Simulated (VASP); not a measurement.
A run of VASP 6.6.1 is set up as follows.

The input INCAR:

```
  PREC = Accurate
  ENCUT = 520
  EDIFF = 1E-7
  ISMEAR = -1
  SIGMA = 0.08
  LREAL = False
  LASPH = True
  NELM = 80
  ALGO = Normal
  ISIF = 2
  LWAVE = False
  LCHARG = True
  GGA = PE
  LELF = True
  LVHAR = True
  NBANDS = 12
```

File KPOINTS:

```
regular mesh
0
Gamma
  14 14 8
```

POSCAR

```
Sb
1.0
    3.1400140484      0.0000000000      0.0000000000
   -1.5700070242      2.7193319342      0.0000000000
    0.0000000000      0.0000000000      5.1425066065
Sb
2
Direct
    0.3333333333      0.6666666667      0.2500000000
    0.6666666667      0.3333333333      0.7500000000
```

Potentials or basis: VASP PAW PBE potentials, release 64 (Sb).

Run with:

```bash
$ cat potpaw_PBE.64/Sb/POTCAR > POTCAR
$ mpirun -np 1 vasp_std > vasp.out
```

(1) Predict the pressure.

(2) Estimate the band gap on the k mesh.

## Answers

(1) 22.0 GPa.

(2) zero (band 5 reaches 17.16 eV, above the bottom of band 6 at 7.65 eV).

Caveat: spin-orbit coupling is left out, which moves the levels of the heavy elements.
